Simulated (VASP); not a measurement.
A run of VASP 6.6.1 is set up as follows.

Contents of INCAR:

```
SYSTEM = La
PREC = Accurate ; ENCUT = 520
EDIFF = 1E-6 ; ISMEAR = -1
SIGMA = 0.05 ; LREAL = .FALSE.
LASPH = .TRUE. ; NELM = 60
ALGO = Normal ; ISIF = 2
LWAVE = .FALSE. ; LCHARG = .TRUE.
GGA = PE ; LELF = .TRUE.
LVHAR = .TRUE. ; NBANDS = 18
```

KPOINTS

```
Automatic mesh
0
G
  9 9 9
  0 0 0
```

The input POSCAR:

```
La
1.0
    0.0000000000      2.7841833080      2.7841833080
    2.7841833080      0.0000000000      2.7841833080
    2.7841833080      2.7841833080      0.0000000000
La
2
Direct
   -0.1250000000     -0.1250000000     -0.1250000000
    0.1250000000      0.1250000000      0.1250000000
```

Potentials or basis: VASP PAW PBE potentials, release 64 (La).

Run with:

```console
$ cat potpaw_PBE.64/La/POTCAR > POTCAR
$ mpirun -np 1 vasp_std > vasp.out
```

Question: What does it give for the band gap on the k mesh?

Answer: Zero (bands 11 and 12 overlap by 0.01 eV).

Question: Predict the pressure.

Answer: 98.2 GPa.

Caveat: the cell stands under pressure; spin-orbit coupling is left out, which moves the levels of the heavy elements.
